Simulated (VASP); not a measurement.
Input of a VASP 6.6.1 run:

Contents of INCAR:

```
PREC = Accurate
ENCUT = 520
EDIFF = 1E-6
ISMEAR = -1
SIGMA = 0.05
LREAL = F
LASPH = T
NELM = 150
ALGO = Normal
ISIF = 2
LWAVE = F
LCHARG = F
ISPIN = 2
MAGMOM = 2.32
LORBIT = 11
LMAXMIX = 6
GGA = PS
NBANDS = 17
```

KPOINTS

```
Automatic mesh
0
Gamma
  9 9 9
```

The input POSCAR:

```
Nd
1.0
   -2.0754700287      2.0754700287      2.0754700287
    2.0754700287     -2.0754700287      2.0754700287
    2.0754700287      2.0754700287     -2.0754700287
Nd
1
Direct
    0.0000000000      0.0000000000      0.0000000000
```

Potentials or basis: VASP PAW PBE potentials, release 64 (Nd).

Run with:

```console
$ cat potpaw_PBE.64/Nd/POTCAR > POTCAR
$ mpirun -np 1 vasp_std > vasp.out
```

(1) What does it give for the site moments?

(2) Predict the net moment.

(3) What does it give for the pressure?

## Answers

(1) Nd +3.38 μB.

(2) 4.13 μB per cell.

(3) -3.3 GPa.

Caveat: the magnetic or orbital state may not be the lowest; the PAW data sets were made with another functional, which shifts forces and pressure a little.
